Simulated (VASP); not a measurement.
# TaMoAu (P4/mmm) in VASP: a series of runs

The runs below take TaMoAu through single point, relaxation of cell and atoms, with PBE.

Program: VASP 6.6.1. These are calculated values, not measurements. Logs are shortened: lines on timing, memory, paths and dates and some standing lists are left out, and cuts for length are marked.

## (1) The cell of the first run

The structure is tetragonal, space group P4/mmm (No. 123). The conventional cell has a = 3.862 Å, b = 3.862 Å, c = 4.411 Å, α = 90.00°, β = 90.00°, γ = 90.00°. Within 3.6 Å of Ta (site symmetry 4/mmm) lie 4 Mo at 2.73 Å and 8 Au at 3.51 Å. Within 2.9 Å of Mo (site symmetry 4/mmm) lie 2 Au at 2.21 Å and 4 Ta at 2.73 Å. Au (site symmetry 4/mmm) has 2 Mo at 2.21 Å within 2.9 Å.

## (2) Single point, PBE

Input file INCAR:

```
ALGO = Normal
EDIFF = 1E-6
ENCUT = 520
GGA = PE
ISIF = 2
ISMEAR = 0
LASPH = True
LCHARG = True
LELF = True
LREAL = False
LVHAR = True
LWAVE = False
NBANDS = 25
NELM = 100
PREC = Accurate
SIGMA = 0.1
```

Input file KPOINTS:

```
k-points
0
Gamma
  4 4 4
```

Input file POSCAR:

```
TaMoAu
1.0
    3.8620032500      0.0000000000      0.0000000000
    0.0000000000      3.8620032500      0.0000000000
    0.0000000000      0.0000000000      4.4107445600
Ta Mo Au
1 1 1
Direct
    0.5000000000      0.5000000000      0.5000000000
    0.0000000000      0.0000000000      0.5000000000
    0.0000000000      0.0000000000      0.0000000000
```

Potentials or basis: VASP PAW PBE potentials, release 64 (Ta_pv, Mo_sv, Au).

On the command line:

```sh
> cat potpaw_PBE.64/Ta_pv/POTCAR potpaw_PBE.64/Mo_sv/POTCAR potpaw_PBE.64/Au/POTCAR > POTCAR
> mpirun -np 1 vasp_std > vasp.out
```

OUTCAR:

```text
EDIFF = 1E-6
   ENCUT = 520
   GGA = PE
   ISIF = 2
   ISMEAR = 0
   LASPH = True
   LREAL = False
   NELM = 100
   PREC = Accurate

 ion  position               nearest neighbor table
   1  0.500  0.500  0.500-   2 2.73   2 2.73   2 2.73   2 2.73   3 3.51   3 3.51   3 3.51   3 3.51
                             3 3.51   3 3.51   3 3.51   3 3.51
   2  0.000  0.000  0.500-   3 2.21   3 2.21   1 2.73   1 2.73   1 2.73   1 2.73
   3  0.000  0.000  0.000-   2 2.21   2 2.21   1 3.51   1 3.51   1 3.51   1 3.51   1 3.51   1 3.51
                             1 3.51   1 3.51

  LATTYP: Found a simple tetragonal cell.
 ALAT       =     3.8620032500
 C/A-ratio  =     1.1420872212

  Lattice vectors:

 A1 = (   3.8620032500,   0.0000000000,   0.0000000000)
 A2 = (   0.0000000000,   3.8620032500,   0.0000000000)
 A3 = (   0.0000000000,   0.0000000000,   4.4107445600)

Analysis of symmetry for initial positions (statically):
=====================================================================
 Subroutine PRICEL returns:
 Original cell was already a primitive cell.

 Routine SETGRP: Setting up the symmetry group for a
 simple tetragonal supercell.

 Subroutine GETGRP returns: Found 16 space group operations
 (whereof 16 operations were pure point group operations)
 out of a pool of 16 trial point group operations.

The static configuration has the point symmetry D_4h.

Analysis of symmetry for dynamics (positions and initial velocities):
=====================================================================
 Subroutine PRICEL returns:
 Original cell was already a primitive cell.

 Routine SETGRP: Setting up the symmetry group for a
 simple tetragonal supercell.

 Subroutine GETGRP returns: Found 16 space group operations
 (whereof 16 operations were pure point group operations)
 out of a pool of 16 trial point group operations.

The dynamic configuration has the point symmetry D_4h.

 Subroutine INISYM returns: Found 16 space group operations
 (whereof 16 operations are pure point group operations),
 and found     1 'primitive' translations

----------------------------------------------------------------------------------------

                                     Primitive cell

  volume of cell :      65.7866

  direct lattice vectors                    reciprocal lattice vectors
[... 79 lines left out ...]
   LASPH  =      T    aspherical Exc in radial PAW
   ENCUT  =  520.0 eV  38.22 Ry    6.18 a.u.   7.18  7.18  8.20*2*pi/ulx,y,z
   NELM   =    100;   NELMIN=  2; NELMDL= -5     # of ELM steps
   EDIFF  = 0.1E-05   stopping-criterion for ELM
   LREAL  =      F    real-space projection
   EDIFFG = 0.1E-04   stopping-criterion for IOM
   NSW    =      0    number of steps for IOM
   IBRION =     -1    ionic relax: 0-MD 1-quasi-New 2-CG
   NFREE  =      0    steps in history (QN), initial steepest desc. (CG)
   ISIF   =      2    stress and relaxation
   ISYM   =      2    0-nonsym 1-usesym 2-fastsym
   POTIM  = 0.5000    time-step for ionic-motion
   TEBEG  =    0.0;   TEEND  =   0.0 temperature during run
   PSTRESS=    0.0 pullay stress
   NELECT =      36.0000    total number of electrons
   NUPDOWN=      -1.0000    fix difference up-down
   EMIN   =  10.00;   EMAX   =-10.00  energy-range for DOS
   EFERMI =   0.00;   METHOD = LEGACY
   ISMEAR =     0;   SIGMA  =   0.10  broadening in eV -4-tet -1-fermi 0-gaus
   EFERMI_NEDOS =   21; number of points for ismear=-14 and -15
   IALGO  =     38    algorithm
   IMIX   =      4    mixing-type and parameters
     AMIX     =   0.40;   BMIX     =  1.00
     AMIX_MAG =   1.60;   BMIX_MAG =  1.00
  volume/ion in A,a.u.               =      21.93       147.98
  Fermi-wavevector in a.u.,A,eV,Ry     =   1.339049  2.530436 24.395972  1.793053
  Thomas-Fermi vector in A             =   2.467472
   LORBIT       =      0    0 simple, 1 ext, 2 COOP (PROOUT), +10 PAW based schemes
   GGA     = PE    functional components
   LHFCALC =     F    Hartree Fock is set to
   AEXX    =    0.0000 exact exchange contribution
   IVDW    =     0    specifies the selected vdW correction
   LEPSILON=     F    determine dielectric tensor
   LRPA    =     F    only Hartree local field effects (RPA)
 non-spin polarized calculation
 Gauss-broadening in eV      SIGMA  =   0.10
  energy-cutoff  :      520.00
  volume of cell :       65.79
 maximum number of plane-waves:      1786
 NGX is ok and might be reduce to    30
   NGX = 15   NGY = 15   NGZ = 17

 number of electron      35.9999996 magnetization

 Free energy of the ion-electron system (eV)
  ---------------------------------------------------
  ext. energy  EPLUGINS =         0.00000000
  ---------------------------------------------------
  free energy    TOTEN  =       -19.51983395 eV

  energy without entropy =      -19.49666377  energy(sigma->0) =      -19.50824886

 E-fermi :   6.3625     XC(G=0): -11.2018

 val. band max:        6.3486030500   @ k =   0.2500   0.2500   0.0000
 cond. band min:       6.3684299064   @ k =   0.5000   0.2500   0.5000
 fundamental gap:      0.0198268563
 Fermi energy:         6.3624872258

 k-point     1 :       0.0000    0.0000    0.0000
  band No.  band energies     occupation
      1     -54.1313      2.00000
      2     -29.1005      2.00000
      3     -28.9451      2.00000
      4     -28.9451      2.00000
      5     -28.6752      2.00000
      6     -27.8787      2.00000
[... 493 lines left out ...]
     24       9.1292      0.00000
     25       9.1292      0.00000

------------------------ aborting loop because EDIFF is reached ----------------------------------------

  FORCE on cell =-STRESS in cart. coord.  units (eV):
  Direction    XX          YY          ZZ          XY          YZ          ZX
  --------------------------------------------------------------------------------------
  -------------------------------------------------------------------------------------
  Total       -3.7698514     -3.7698514     28.3277886      0.0000000      0.0000000      0.0000000
  in kB      -91.8116168    -91.8116168    689.8998927      0.0000000      0.0000000      0.0000000
  external PRESSURE =     168.7588864 kB  Pullay stress =       0.0000000 kB

 VOLUME and BASIS-vectors are now :
 -----------------------------------------------------------------------------
  energy-cutoff  :      520.00
  volume of cell :       65.79
      direct lattice vectors                 reciprocal lattice vectors
     3.862003250  0.000000000  0.000000000     0.258932977  0.000000000  0.000000000
     0.000000000  3.862003250  0.000000000     0.000000000  0.258932977  0.000000000
     0.000000000  0.000000000  4.410744560     0.000000000  0.000000000  0.226719092

 POSITION                                       TOTAL-FORCE (eV/Angst)
 -----------------------------------------------------------------------------------
      1.93100      1.93100      2.20537         0.000000      0.000000      0.000000
      0.00000      0.00000      2.20537         0.000000      0.000000      0.000000
      0.00000      0.00000      0.00000         0.000000      0.000000      0.000000
 -----------------------------------------------------------------------------------
    total drift:                               -0.000000     -0.000000      0.000000

  FREE ENERGIE OF THE ION-ELECTRON SYSTEM (eV)
  ---------------------------------------------------
  free  energy   TOTEN  =       -19.5198339454 eV

  energy  without entropy=      -19.4966637651  energy(sigma->0) =      -19.50824886
```

OSZICAR:

```text
N       E                     dE             d eps       ncg     rms          rms(c)
DAV:   1     0.330757133015E+03    0.33076E+03   -0.20597E+04   932   0.141E+03
DAV:   2    -0.124434649705E+02   -0.34320E+03   -0.33345E+03  1079   0.402E+02
DAV:   3    -0.217085594374E+02   -0.92651E+01   -0.91124E+01  1070   0.651E+01
DAV:   4    -0.218412216149E+02   -0.13266E+00   -0.13196E+00  1049   0.734E+00
DAV:   5    -0.218427674218E+02   -0.15458E-02   -0.15453E-02  1015   0.818E-01    0.214E+01
DAV:   6    -0.206518050087E+02    0.11910E+01   -0.14566E+01  1032   0.257E+01    0.166E+01
DAV:   7    -0.199291019012E+02    0.72270E+00   -0.98994E+00   972   0.136E+01    0.896E+00
DAV:   8    -0.195671924872E+02    0.36191E+00   -0.20994E+00  1038   0.733E+00    0.220E+00
DAV:   9    -0.195208871767E+02    0.46305E-01   -0.22519E-01  1012   0.331E+00    0.110E+00
DAV:  10    -0.195199418874E+02    0.94529E-03   -0.10606E-02   978   0.688E-01    0.266E-01
DAV:  11    -0.195198122729E+02    0.12961E-03   -0.89549E-04  1039   0.223E-01    0.987E-02
DAV:  12    -0.195198371054E+02   -0.24833E-04   -0.80516E-05   978   0.778E-02    0.180E-02
DAV:  13    -0.195198345516E+02    0.25538E-05   -0.50183E-06   973   0.175E-02    0.631E-03
DAV:  14    -0.195198339454E+02    0.60616E-06   -0.56715E-07   492   0.602E-03
   1 F= -.19519834E+02 E0= -.19508249E+02  d E =-.231702E-01
```

stdout:

```text
POSCAR found type information on POSCAR TaMoAu
 POSCAR found :  3 types and       3 ions
 scaLAPACK will be used
 LDA part: xc-table for (Slater+PW92), standard interpolation
 POSCAR, INCAR and KPOINTS ok, starting setup
 FFT: planning ... GRIDC
 FFT: planning ... GRID_SOFT
 FFT: planning ... GRID
 WAVECAR not read
 entering main loop
```

It took 16 s on 1 thread of AMD EPYC 9R45 (Zen 5), shared host; peak memory 0.17 GiB.

What came out:

```yaml
Free_energy: -19.5198 eV
Pressure: 16.9 GPa
Band_gap_on_the_k_mesh: zero (band 18 reaches 7.05 eV, above the bottom of band 19 at 5.11 eV)
```

Stress tensor (GPa, compression positive):
```
-9.18  0.00  0.00
 0.00 -9.18  0.00
 0.00  0.00 68.99
```

Levels at points of the mesh, in eV from the Fermi level:
```
           k point  band 14  band 15  band 16  band 17  band 18  band 19  band 20  band 21  band 22  band 23
(0.00, 0.00, 0.00)    -2.95    -2.90    -2.49     0.69     0.69     1.64     2.10     3.20     3.20     4.42
(0.50, 0.00, 0.00)    -3.37    -0.72    -0.64    -0.58    -0.08     0.12     0.91     1.57     1.69     1.88
(0.50, 0.50, 0.00)    -2.35    -0.75    -0.29    -0.29     0.04     0.04     0.11     1.14     2.05     3.51
(0.00, 0.00, 0.50)    -4.12    -3.74    -2.95    -1.95    -1.95    -1.26     1.59     2.18     2.18     4.43
(0.50, 0.00, 0.50)    -2.83    -2.05    -1.50    -0.93    -0.78    -0.38     0.54     1.03     1.23     1.27
(0.50, 0.50, 0.50)    -3.48    -2.92    -2.41    -0.76    -0.51     0.98     1.20     2.07     2.56     2.56
```

Caveat: the k points lie up to 0.41 Å⁻¹ apart; spin-orbit coupling is left out, which moves the levels of the heavy elements.

(Continued in part 2 of 2.)
